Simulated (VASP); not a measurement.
Here is a VASP 6.6.1 calculation.

Contents of INCAR:

```
SYSTEM = CdF2
ALGO = Normal ; EDIFF = 1E-7
EDIFFG = -0.002 ; ENCUT = 600
GGA = PS ; IBRION = 2
ISIF = 3 ; ISMEAR = 0
LASPH = .TRUE. ; LCHARG = .FALSE.
LREAL = .FALSE. ; LWAVE = .FALSE.
NELM = 100 ; NSW = 100
PREC = Accurate ; PSTRESS = 100.0
SIGMA = 0.01
```

KPOINTS

```
k-points
0
G
  6 6 6
  0 0 0
```

File POSCAR:

```
CdF2
1.0
    0.0000000000      2.6921157986      2.6921157986
    2.6921157986      0.0000000000      2.6921157986
    2.6921157986      2.6921157986      0.0000000000
Cd F
1 2
Direct
    0.0000000000      0.0000000000      0.0000000000
    0.2500000000      0.2500000000      0.2500000000
    0.7500000000      0.7500000000      0.7500000000
```

Potentials or basis: VASP PAW PBE potentials, release 64 (Cd, F).

Command:

```bash
$ cat potpaw_PBE.64/Cd/POTCAR potpaw_PBE.64/F/POTCAR > POTCAR
$ mpirun -np 1 vasp_std > vasp.out
```

Q: Estimate the space group after relaxing (to 0.1 Å).

A: Fm-3m (No. 225).

Q: Predict the relaxed volume.

A: 12.12 Å³/atom.

Q: What does it give for the band gap on the k mesh?

A: 3.17 eV (least direct gap 3.54 eV).

Final structure:
```xyz
3
Lattice="0.0000 2.6297 2.6297 2.6297 0.0000 2.6297 2.6297 2.6297 0.0000" Properties=species:S:1:pos:R:3 pbc="T T T"
Cd    0.0000    0.0000    0.0000
F     1.3148    1.3148    1.3148
F     3.9445    3.9445    3.9445
```

Caveat: the cell is relaxed towards a set pressure, so the run minimises the enthalpy, not the energy; the PAW data sets were made with another functional, which shifts forces and pressure a little. A k mesh can miss the band edges.
